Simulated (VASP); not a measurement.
# Ga (Pm-3m) in VASP: a series of runs

Ga is run at these levels: PBE; tasks: single point.

Program: VASP 6.6.1. These are calculated values, not measurements. Logs are shortened: lines on timing, memory, paths and dates and some standing lists are left out, and cuts for length are marked.

**1. The cell of the first run**

Symmetry: Pm-3m, No. 221, cubic system. The conventional cell has a = 2.053 Å, b = 2.053 Å, c = 2.053 Å, α = 90.00°, β = 90.00°, γ = 90.00°. Within 2.7 Å of Ga (site symmetry m-3m) lie 6 Ga at 2.05 Å.

**2. Single point, PBE (volume scaled by 0.43)**

INCAR reads:

```
PREC     = Accurate       # precision mode
ENCUT    = 520            # plane-wave cutoff, eV
EDIFF    = 1E-6           # SCF threshold, eV
ISMEAR   = -1             # smearing method
SIGMA    = 0.05           # smearing width, eV
LREAL    = F              # projectors in reciprocal space
LASPH    = T              # aspherical terms in the spheres
NELM     = 60             # most SCF steps
ALGO     = Normal         # electronic algorithm
ISIF     = 2              # what is computed and relaxed
LWAVE    = F              # write WAVECAR
LCHARG   = T              # write CHGCAR
GGA      = PE             # functional
LELF     = T              # ELF
LVHAR    = T            
NBANDS   = 12             # bands
```

KPOINTS reads:

```
Automatic mesh
0
Gamma
  14 14 14
```

POSCAR reads:

```
Ga
1.0
    2.0526811251      0.0000000000      0.0000000000
    0.0000000000      2.0526811251      0.0000000000
    0.0000000000      0.0000000000      2.0526811251
Ga
1
Direct
    0.0000000000      0.0000000000      0.0000000000
```

Potentials or basis: VASP PAW PBE potentials, release 64 (Ga_d).

Run with:

```bash
$ cat potpaw_PBE.64/Ga_d/POTCAR > POTCAR
$ mpirun -np 1 vasp_std > vasp.out
```

OUTCAR:

```text
PREC = Accurate
   ENCUT = 520
   EDIFF = 1E-6
   ISMEAR = -1
   LREAL = F
   LASPH = T
   NELM = 60
   ISIF = 2
   GGA = PE

 ion  position               nearest neighbor table
   1  0.000  0.000  0.000-

  LATTYP: Found a simple cubic cell.
 ALAT       =     2.0526811251

  Lattice vectors:

 A1 = (   2.0526811251,   0.0000000000,   0.0000000000)
 A2 = (   0.0000000000,   2.0526811251,   0.0000000000)
 A3 = (   0.0000000000,   0.0000000000,   2.0526811251)

Analysis of symmetry for initial positions (statically):
=====================================================================
 Subroutine PRICEL returns:
 Original cell was already a primitive cell.

 Routine SETGRP: Setting up the symmetry group for a
 simple cubic supercell.

 Subroutine GETGRP returns: Found 48 space group operations
 (whereof 48 operations were pure point group operations)
 out of a pool of 48 trial point group operations.

The static configuration has the point symmetry O_h .

Analysis of symmetry for dynamics (positions and initial velocities):
=====================================================================
 Subroutine PRICEL returns:
 Original cell was already a primitive cell.

 Routine SETGRP: Setting up the symmetry group for a
 simple cubic supercell.

 Subroutine GETGRP returns: Found 48 space group operations
 (whereof 48 operations were pure point group operations)
 out of a pool of 48 trial point group operations.

The dynamic configuration has the point symmetry O_h .

 Subroutine INISYM returns: Found 48 space group operations
 (whereof 48 operations are pure point group operations),
 and found     1 'primitive' translations

----------------------------------------------------------------------------------------

                                     Primitive cell

  volume of cell :       8.6490

  direct lattice vectors                    reciprocal lattice vectors
     2.052681125  0.000000000  0.000000000     0.487167728  0.000000000  0.000000000
     0.000000000  2.052681125  0.000000000     0.000000000  0.487167728  0.000000000
     0.000000000  0.000000000  2.052681125     0.000000000  0.000000000  0.487167728

  length of vectors
     2.052681125  2.052681125  2.052681125     0.487167728  0.487167728  0.487167728

  position of ions in fractional coordinates (direct lattice)
     0.000000000  0.000000000  0.000000000

  ion indices of the primitive-cell ions
   primitive index   ion index
                 1           1

----------------------------------------------------------------------------------------

 KPOINTS: Automatic mesh

Automatic generation of k-mesh.
 Grid dimensions read from file:
 generate k-points for:   14   14   14

 Generating k-lattice:

  Cartesian coordinates                     Fractional coordinates (reciprocal lattice)
     0.034797695  0.000000000  0.000000000     0.071428571  0.000000000  0.000000000
     0.000000000  0.034797695  0.000000000     0.000000000  0.071428571  0.000000000
     0.000000000  0.000000000  0.034797695     0.000000000  0.000000000  0.071428571

  Length of vectors
     0.034797695  0.034797695  0.034797695

  Shift w.r.t. Gamma in fractional coordinates (k-lattice)
     0.000000000  0.000000000  0.000000000

 Subroutine IBZKPT returns following result:
 ===========================================

 Found    120 irreducible k-points:

 Following reciprocal coordinates:
            Coordinates               Weight
  0.000000  0.000000  0.000000      1.000000
  0.071429  0.000000  0.000000      6.000000
  0.142857  0.000000  0.000000      6.000000
  0.214286  0.000000  0.000000      6.000000
  0.285714  0.000000  0.000000      6.000000
  0.357143  0.000000  0.000000      6.000000
[... 16 lines left out ...]
  0.285714  0.214286  0.000000     24.000000
  0.357143  0.214286  0.000000     24.000000
 [... further k-points ...]
   k-points           NKPTS =    120   k-points in BZ     NKDIM =    120   number of bands    NBANDS=     12
   number of dos      NEDOS =    301   number of ions     NIONS =      1
   total plane-waves  NPLWV =   4096
   dimension x,y,z NGX =    16 NGY =   16 NGZ =   16
   dimension x,y,z NGXF=    32 NGYF=   32 NGZF=   32
   ions per type =               1
   NGX,Y,Z   is equivalent  to a cutoff of  12.96, 12.96, 12.96 a.u.
   NGXF,Y,Z  is equivalent  to a cutoff of  25.92, 25.92, 25.92 a.u.
 SYSTEM =  unknown system
   PREC   = accura    normal or accurate (medium, high low for compatibility)
   ISTART =      0    job   : 0-new  1-cont  2-samecut
   ICHARG =      2    charge: 1-file 2-atom 10-const
   ISPIN  =      1    spin polarized calculation?
   LNONCOLLINEAR =      F non collinear calculations
   LSORBIT =      F    spin-orbit coupling
   LASPH  =      T    aspherical Exc in radial PAW
   ENCUT  =  520.0 eV  38.22 Ry    6.18 a.u.   3.82  3.82  3.82*2*pi/ulx,y,z
   NELM   =     60;   NELMIN=  2; NELMDL= -5     # of ELM steps
   EDIFF  = 0.1E-05   stopping-criterion for ELM
   LREAL  =      F    real-space projection
   EDIFFG = 0.1E-04   stopping-criterion for IOM
   NSW    =      0    number of steps for IOM
   IBRION =     -1    ionic relax: 0-MD 1-quasi-New 2-CG
   NFREE  =      0    steps in history (QN), initial steepest desc. (CG)
   ISIF   =      2    stress and relaxation
   ISYM   =      2    0-nonsym 1-usesym 2-fastsym
   POTIM  = 0.5000    time-step for ionic-motion
   TEBEG  =    0.0;   TEEND  =   0.0 temperature during run
   PSTRESS=    0.0 pullay stress
   NELECT =      13.0000    total number of electrons
   NUPDOWN=      -1.0000    fix difference up-down
   EMIN   =  10.00;   EMAX   =-10.00  energy-range for DOS
   EFERMI =   0.00;   METHOD = LEGACY
   ISMEAR =    -1;   SIGMA  =   0.05  broadening in eV -4-tet -1-fermi 0-gaus
   EFERMI_NEDOS =   21; number of points for ismear=-14 and -15
   IALGO  =     38    algorithm
   IMIX   =      4    mixing-type and parameters
     AMIX     =   0.40;   BMIX     =  1.00
     AMIX_MAG =   1.60;   BMIX_MAG =  1.00
  volume/ion in A,a.u.               =       8.65        58.37
  Fermi-wavevector in a.u.,A,eV,Ry     =   1.875287  3.543779 47.847637  3.516702
  Thomas-Fermi vector in A             =   2.920033
   LORBIT       =      0    0 simple, 1 ext, 2 COOP (PROOUT), +10 PAW based schemes
   GGA     = PE    functional components
   LHFCALC =     F    Hartree Fock is set to
   AEXX    =    0.0000 exact exchange contribution
   IVDW    =     0    specifies the selected vdW correction
   LEPSILON=     F    determine dielectric tensor
   LRPA    =     F    only Hartree local field effects (RPA)
 non-spin polarized calculation
  energy-cutoff  :      520.00
  volume of cell :        8.65
 maximum number of plane-waves:       251
 NGX is ok and might be reduce to    16
   NGX =  7   NGY =  7   NGZ =  7

 number of electron      13.0000002 magnetization

 Free energy of the ion-electron system (eV)
  ---------------------------------------------------
  ext. energy  EPLUGINS =         0.00000000
  ---------------------------------------------------
  free energy    TOTEN  =         2.07065484 eV

  energy without entropy =        2.07388094  energy(sigma->0) =        2.07226789

 E-fermi :  15.8176     XC(G=0): -15.5241

 val. band max:       15.7295867555   @ k =   0.4286   0.2857   0.2857
 cond. band min:      15.8716520602   @ k =   0.5000   0.3571   0.3571
 fundamental gap:      0.1420653048
 Fermi energy:        15.8175714908

 k-point     1 :       0.0000    0.0000    0.0000
  band No.  band energies     occupation
      1      -3.1709      2.00000
      2      -2.9842      2.00000
      3      -2.9842      2.00000
      4       0.0174      2.00000
      5       0.0174      2.00000
      6       0.0174      2.00000
      7      31.7017      0.00000
      8      31.7017      0.00000
      9      31.7017      0.00000
     10      35.6472      0.00000
     11      35.6472      0.00000
     12      42.8508      0.00000

 k-point     2 :       0.0714    0.0000    0.0000
  band No.  band energies     occupation
      1      -3.0206      2.00000
      2      -2.9683      2.00000
      3      -2.8643      2.00000
      4      -0.0288      2.00000
      5      -0.0288      2.00000
      6       0.0212      2.00000
      7      28.8838      0.00000
      8      31.9438      0.00000
      9      31.9438      0.00000
     10      35.7352      0.00000
     11      37.8448      0.00000
     12      43.8445      0.00000

 k-point     3 :       0.1429    0.0000    0.0000
  band No.  band energies     occupation
      1      -2.9236      2.00000
      2      -2.8491      2.00000
      3      -2.2380      2.00000
      4      -0.1571      2.00000
      5      -0.1571      2.00000
      6       0.0320      2.00000
      7      24.7930      0.00000
      8      32.6600      0.00000
      9      32.6600      0.00000
     10      35.9997      0.00000
     11      39.5881      0.00000
     12      47.2906      0.00000

 k-point     4 :       0.2143    0.0000    0.0000
  band No.  band energies     occupation
      1      -2.8586      2.00000
      2      -2.6506      2.00000
      3      -1.1499      2.00000
      4      -0.3390      2.00000
      5      -0.3390      2.00000
      6       0.0475      2.00000
      7      20.7935      0.00000
      8      33.8207      0.00000
      9      33.8207      0.00000
     10      36.4392      0.00000
     11      40.3000      0.00000
     12      52.3237      0.00000

 k-point     5 :       0.2857    0.0000    0.0000
  band No.  band energies     occupation
      1      -2.7859      2.00000
      2      -2.4296      2.00000
      3      -0.5365      2.00000
      4      -0.5365      2.00000
      5       0.0648      2.00000
      6       0.3430      2.00000
      7      17.0382      0.00000
      8      35.3810      0.00000
      9      35.3810      0.00000
     10      37.0426      0.00000
     11      40.7140      0.00000
     12      49.6080      0.00000
[... 228 lines left out ...]
      1      -2.4732      2.00000
      2      -1.6109      2.00000
      3      -1.3867      2.00000
      4      -0.8412      2.00000
      5      -0.0622      2.00000
      6       6.9409      2.00000
      7       9.0602      2.00000
      8      33.3997      0.00000
      9      34.1609      0.00000
     10      40.7285      0.00000
     11      41.7517      0.00000
     12      45.2706      0.00000

 k-point    22 :       0.2143    0.2143    0.0000
  band No.  band energies     occupation
      1      -2.6156      2.00000
      2      -1.8815      2.00000
      3      -1.3160      2.00000
      4      -0.3234      2.00000
      5      -0.2676      2.00000
      6       0.9068      2.00000
      7      21.1298      0.00000
      8      23.9828      0.00000
      9      35.9285      0.00000
     10      39.2053      0.00000
     11      42.2133      0.00000
     12      50.8342      0.00000

 k-point    23 :       0.2857    0.2143    0.0000
  band No.  band energies     occupation
      1      -2.5140      2.00000
      2      -1.6107      2.00000
      3      -1.4376      2.00000
      4      -0.4895      2.00000
      5      -0.2671      2.00000
      6       2.2352      2.00000
      7      18.2795      0.00000
      8      24.3545      0.00000
      9      37.4898      0.00000
     10      38.6917      0.00000
     11      39.9399      0.00000
     12      51.3030      0.00000

 k-point    24 :       0.3571    0.2143    0.0000
  band No.  band energies     occupation
      1      -2.4269      2.00000
      2      -1.6917      2.00000
      3      -1.2783      2.00000
      4      -0.6554      2.00000
      5      -0.2469      2.00000
      6       4.0277      2.00000
      7      14.9507      2.00000
      8      25.8210      0.00000
      9      35.4965      0.00000
     10      39.4045      0.00000
     11      40.6536      0.00000
     12      49.6632      0.00000

 [... further k-points ...]
[... 5 lines left out ...]
  --------------------------------------------------------------------------------------
  -------------------------------------------------------------------------------------
  Total       16.5861867     16.5861867     16.5861867     -0.0000000      0.0000000     -0.0000000
  in kB     3072.5054733   3072.5054733   3072.5054733     -0.0000000      0.0000000     -0.0000000
  external PRESSURE =    3072.5054733 kB  Pullay stress =       0.0000000 kB

 VOLUME and BASIS-vectors are now :
 -----------------------------------------------------------------------------
  energy-cutoff  :      520.00
  volume of cell :        8.65
      direct lattice vectors                 reciprocal lattice vectors
     2.052681125  0.000000000  0.000000000     0.487167728  0.000000000  0.000000000
     0.000000000  2.052681125  0.000000000     0.000000000  0.487167728  0.000000000
     0.000000000  0.000000000  2.052681125     0.000000000  0.000000000  0.487167728

 POSITION                                       TOTAL-FORCE (eV/Angst)
 -----------------------------------------------------------------------------------
      0.00000      0.00000      0.00000         0.000000      0.000000      0.000000
 -----------------------------------------------------------------------------------
    total drift:                                0.000000     -0.000000      0.000000

  FREE ENERGIE OF THE ION-ELECTRON SYSTEM (eV)
  ---------------------------------------------------
  free  energy   TOTEN  =         2.0706548395 eV

  energy  without entropy=        2.0738809412  energy(sigma->0) =        2.07226789
```

It took 3.2 s on 1 thread of Intel Xeon 6975P-C (Granite Rapids), shared host; peak memory 0.12 GiB.

Results:

| Quantity | Value |
| --- | --- |
| Free energy | 2.0707 eV |
| Pressure | 307.3 GPa |

Levels at points of the mesh, in eV from the Fermi level:
```
           k point  band 5  band 6  band 7  band 8  band 9  band 10
(0.00, 0.00, 0.00)  -15.80  -15.80   15.88   15.88   15.88    19.83
(0.50, 0.00, 0.00)  -15.72   -9.97   -7.16   22.96   24.79    24.79
(0.50, 0.50, 0.00)  -15.12   -2.40   -2.40    3.84    4.23    30.82
(0.50, 0.50, 0.50)  -15.08    5.49    5.49    5.49   10.19    11.70
```

**3. Single point, PBE (volume scaled by 0.5)**

INCAR reads:

```
  ALGO = Normal
  EDIFF = 1E-6
  ENCUT = 520
  GGA = PE
  ISIF = 2
  ISMEAR = -1
  LASPH = True
  LCHARG = False
  LREAL = False
  LWAVE = False
  NBANDS = 12
  NELM = 60
  PREC = Accurate
  SIGMA = 0.05
```

KPOINTS reads:

```
k-points
0
Gamma
  14 14 14
```

POSCAR reads:

```
Ga
1.0
    2.1585163294      0.0000000000      0.0000000000
    0.0000000000      2.1585163294      0.0000000000
    0.0000000000      0.0000000000      2.1585163294
Ga
1
Direct
    0.0000000000      0.0000000000      0.0000000000
```

Potentials or basis: VASP PAW PBE potentials, release 64 (Ga_d).

Run with:

```bash
$ cat potpaw_PBE.64/Ga_d/POTCAR > POTCAR
$ mpirun -np 1 vasp_std > vasp.out
```

Run time: 3.1 s. Hardware: 1 thread of Intel Xeon 6975P-C (Granite Rapids), shared host; peak memory 0.12 GiB.

The run converged. Its results:

- Free energy: 0.0091 eV
- Pressure: 176.1 GPa

Levels at points of the mesh, in eV from the Fermi level:
| k point | band 4 | band 5 | band 6 | band 7 | band 8 | band 9 | band 10 | band 11 |
| --- | --- | --- | --- | --- | --- | --- | --- | --- |
| (0.00, 0.00, 0.00) | -15.31 | -15.31 | -15.31 | 14.54 | 14.54 | 14.54 | 17.96 | 17.96 |
| (0.50, 0.00, 0.00) | -15.97 | -15.26 | -8.52 | -7.04 | 22.11 | 22.16 | 22.16 | 23.72 |
| (0.50, 0.50, 0.00) | -15.86 | -14.80 | -1.93 | -1.93 | 2.49 | 4.26 | 28.87 | 28.87 |
| (0.50, 0.50, 0.50) | -14.76 | -14.76 | 4.82 | 4.82 | 4.82 | 10.49 | 10.93 | 10.93 |
